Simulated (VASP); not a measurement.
The system is C.

```
C
1.0
     2.42810    0.00000    0.00000
    -1.21405    2.10280    0.00000
     0.00000    0.00000    4.04380
C
4
Direct
  0.33333 0.66667 0.00057
  0.66667 0.33333 0.50057
  0.33333 0.66667 0.37443
  0.66667 0.33333 0.87443
```

This cell differs from its parent crystal: strain -3.0%.

Base run:

| Property | Result |
| --- | --- |
| Program | VASP 6.6.1 |
| Functional | r2SCAN |
| Potentials or basis | VASP PAW PBE potentials, release 64 (C) |
| Cutoff | 520 eV |
| k mesh | 12 × 12 × 6 |
| Occupations | gaussian, width 0.01 eV |
| Spin | no spin polarisation |

Its results: band gap on the k mesh 3.17 eV, indirect (least direct gap 5.29 eV); pressure 50.2 GPa; largest force 0.010 eV/Å.

Task: The run is repeated on the same cell with these changes: functional from r2SCAN to PBE; occupations from gaussian, width 0.01 eV to fermi-dirac, width 0.02 eV. What comes out?

Result: Band gap on the k mesh 2.91 eV, indirect (least direct gap 5.09 eV); pressure 53.7 GPa; largest force 0.018 eV/Å.

Caveats: the PAW data sets were made with another functional, which shifts forces and pressure a little (some runs).

A k mesh can miss the band edges.
